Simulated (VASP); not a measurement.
Crystal: Bi3Br4.

```
Bi Br
1.0
     6.86502    0.00000    0.00000
    -3.43251    5.94528    0.00000
     0.00000    0.00000    6.81484
Bi Br
3 4
Direct
  0.00000 0.50000 0.00000
  0.50000 0.00000 0.00000
  0.50000 0.50000 0.00000
  0.00000 0.00000 0.26033
  0.00000 0.00000 0.73967
  0.33333 0.66667 0.50000
  0.66667 0.33333 0.50000
```

The cell was generated, and may not be a known phase.

* Program: VASP 6.6.1
* Task: relaxation of cell and atoms
* Functional: PBE
* Potentials or basis: VASP PAW PBE potentials, release 64 (Bi_d, Br)
* Cutoff: 600 eV
* k mesh: 3 × 3 × 4
* Occupations: gaussian, width 0.1 eV
* Spin: no spin polarisation

At the start: pressure -5.0 GPa; volume 39.73 Å³/atom.

Question: How do energy, volume and symmetry change on relaxing?

Answer: Over 10 steps the energy falls by 273.3 meV/atom and the volume is 30.64 Å³/atom (-22.9 %); space group P6/mmm (No. 191, to 0.1 Å) before and after.

Step by step:
```csv
step,energy change (eV),largest force (eV/Å),pressure (GPa),volume (Å³)
1,0.0000,0.2635,-4.98,278.14
2,-1.4829,0.1509,-2.33,231.10
3,-1.7371,0.0795,0.25,213.06
4,-1.7468,0.0484,1.04,209.02
5,-1.8863,0.0912,0.83,209.91
6,-1.9001,0.1280,0.84,210.20
7,-1.9116,0.0610,-0.27,216.09
8,-1.9126,0.0750,-0.03,214.75
9,-1.9131,0.0447,-0.02,214.65
10,-1.9134,0.0026,0.00,214.51
```

Final structure:
```
CELL_PARAMETERS angstrom
6.65349 0.00000 0.00000
-3.32675 5.76209 0.00000
0.00000 0.00000 5.59513
ATOMIC_POSITIONS crystal
Bi 0.00000 0.50000 0.00000
Bi 0.50000 0.00000 0.00000
Bi 0.50000 0.50000 0.00000
Br 0.00000 0.00000 0.25919
Br 0.00000 0.00000 0.74081
Br 0.33333 0.66667 0.50000
Br 0.66667 0.33333 0.50000
```

Caveat: the volume moved by over 15 % at a fixed basis, so the end points are rough; an odd number of electrons without spin polarisation forces a metal; a magnetic or distorted state may lie lower.
